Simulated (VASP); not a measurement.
Set up this calculation in VASP 6.6.1, as the native input.

```yaml
Task: single point
Functional: PBE
Potentials_or_basis: VASP PAW PBE potentials, release 64 (Cu)
Cutoff: 520 eV
k_mesh: 20 × 20 × 20
Occupations: fermi-dirac, width 0.05 eV
Spin: no spin polarisation
Dipole_correction: no
Further_INCAR_settings: ALGO = Normal; EDIFF = 1e-06; NBANDS = 12
```

The structure of Cu lies in POSCAR:

```
Cu
1.0
    0.0000000000      1.6127176558      1.6127176558
    1.6127176558      0.0000000000      1.6127176558
    1.6127176558      1.6127176558      0.0000000000
Cu
1
Direct
    0.0000000000      0.0000000000      0.0000000000
```

This cell differs from its parent crystal: volume scaled by 0.702, to set the pressure.

The input as run:

INCAR

```
PREC = Accurate
ENCUT = 520
EDIFF = 1E-6
ISMEAR = -1
SIGMA = 0.05
LREAL = False
LASPH = True
NELM = 60
ALGO = Normal
ISIF = 2
LWAVE = False
LCHARG = False
GGA = PE
NBANDS = 12
```

KPOINTS

```
regular mesh
0
Gamma
  20 20 20
```

Potentials or basis: VASP PAW PBE potentials, release 64 (Cu).

Run with:

```sh
$ cat potpaw_PBE.64/Cu/POTCAR > POTCAR
$ mpirun -np 1 vasp_std > vasp.out
```

It gave:

```yaml
Pressure: 121.4 GPa
```

Caveat: the cell differs from its parent crystal (volume scaled by 0.702, to set the pressure).

It took 37 s on 1 thread of Intel Xeon 8259CL (shared host), peak memory 0.14 GiB.
